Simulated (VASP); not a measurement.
Input of a VASP 6.6.1 run:

The input INCAR:

```
  ALGO = Normal
  EDIFF = 1E-6
  ENCUT = 600
  GGA = PE
  GGA_COMPAT = F
  ISIF = 2
  ISMEAR = 0
  LASPH = T
  LCHARG = F
  LREAL = F
  LWAVE = F
  NBANDS = 7
  NELM = 120
  PREC = Accurate
  SIGMA = 0.1
```

Contents of KPOINTS:

```
k-points
0
Gamma
  6 6 6
```

The input POSCAR:

```
Mg
1.0
   -2.0291552988      2.0291552988      1.8560931926
    2.0291552988     -2.0291552988      1.8560931926
    2.0291552988      2.0291552988     -1.8560931926
Mg
1
Direct
    0.0000000000      0.0000000000      0.0000000000
```

Potentials or basis: VASP PAW PBE potentials, release 64 (Mg).

Command:

```sh
$ cat potpaw_PBE.64/Mg/POTCAR > POTCAR
$ mpirun -np 1 vasp_std > vasp.out
```

Q: Estimate the band gap on the k mesh.

A: Zero (bands 1 and 2 overlap by 3.85 eV).

Q: Estimate the pressure.

A: -5.7 GPa.

Stress tensor (GPa, compression positive):
```
-6.73  0.00  0.00
 0.00 -6.73  0.00
 0.00  0.00 -3.53
```

Caveat: the k points lie up to 0.38 Å⁻¹ apart, too coarse for converged energies and pressures of a metal.
